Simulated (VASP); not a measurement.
Set up this calculation in VASP 6.6.1, as the native input.

- Task: single point
- Functional: PBE
- Potentials or basis: VASP PAW PBE potentials, release 64 (Cs_sv, I)
- Cutoff: 500 eV
- k mesh: 8 × 8 × 8
- Occupations: gaussian, width 0.05 eV
- Spin: no spin polarisation
- Dipole correction: no
- Further INCAR settings: ALGO = Normal; EDIFF = 1e-06; NBANDS = 15

The structure of CsI lies in POSCAR:

```
CsI
1.0
    4.6654673611      0.0000000000      0.0000000000
    0.0000000000      4.6654673611      0.0000000000
    0.0000000000      0.0000000000      4.6654673611
Cs I
1 1
Direct
    0.0000000000      0.0000000000      0.0000000000
    0.5000000000      0.5000000000      0.5000000000
```

One way to write it, as run:

INCAR

```
PREC     = Accurate       # precision mode
ENCUT    = 500            # plane-wave cutoff, eV
EDIFF    = 1E-6           # SCF threshold, eV
ISMEAR   = 0              # smearing method
SIGMA    = 0.05           # smearing width, eV
LREAL    = False          # projectors in reciprocal space
LASPH    = True           # aspherical terms in the spheres
NELM     = 120            # most SCF steps
ALGO     = Normal         # electronic algorithm
ISIF     = 2              # what is computed and relaxed
LWAVE    = False          # write WAVECAR
LCHARG   = False          # write CHGCAR
GGA      = PE             # functional
NBANDS   = 15             # bands
GGA_COMPAT= False
```

KPOINTS

```
regular mesh
0
Gamma
  8 8 8
```

Potentials or basis: VASP PAW PBE potentials, release 64 (Cs_sv, I).

Command:

```console
$ cat potpaw_PBE.64/Cs_sv/POTCAR potpaw_PBE.64/I/POTCAR > POTCAR
$ mpirun -np 1 vasp_std > vasp.out
```

It gave:

| Item | Value |
| --- | --- |
| Pressure | 0.0 GPa |
| Band gap on the k mesh | 3.68 eV (least direct gap 3.77 eV) |

Caveat: spin-orbit coupling is left out, which moves the levels of the heavy elements.

It took 57 s on 1 thread of Intel Xeon 8259CL, on a shared host, peak memory 0.23 GiB.
